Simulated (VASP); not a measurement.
A run of VASP 6.6.1 is set up as follows.

Contents of INCAR:

```
  ALGO = Normal
  EDIFF = 1E-6
  ENCUT = 520
  GGA = PE
  ISIF = 2
  ISMEAR = -1
  LASPH = T
  LCHARG = F
  LREAL = F
  LWAVE = F
  NBANDS = 34
  NELM = 80
  PREC = Accurate
  SIGMA = 0.1
```

KPOINTS

```
k-points
0
Gamma
  6 6 6
```

File POSCAR:

```
ScRu3
1.0
    3.9384370000      0.0000000000      0.0000000000
    0.0000000000      3.9384370000      0.0000000000
    0.0000000000      0.0000000000      3.9384370000
Ru Sc
3 1
Direct
    0.5000000000      0.5000000000      0.0000000000
    0.5000000000      0.0000000000      0.5000000000
    0.0000000000      0.5000000000      0.5000000000
    0.0000000000      0.0000000000      0.0000000000
```

Potentials or basis: VASP PAW PBE potentials, release 64 (Ru_pv, Sc_sv).

Run with:

```console
$ cat potpaw_PBE.64/Ru_pv/POTCAR potpaw_PBE.64/Sc_sv/POTCAR > POTCAR
$ mpirun -np 1 vasp_std > vasp.out
```

What does it give for the pressure?

-1.6 GPa.
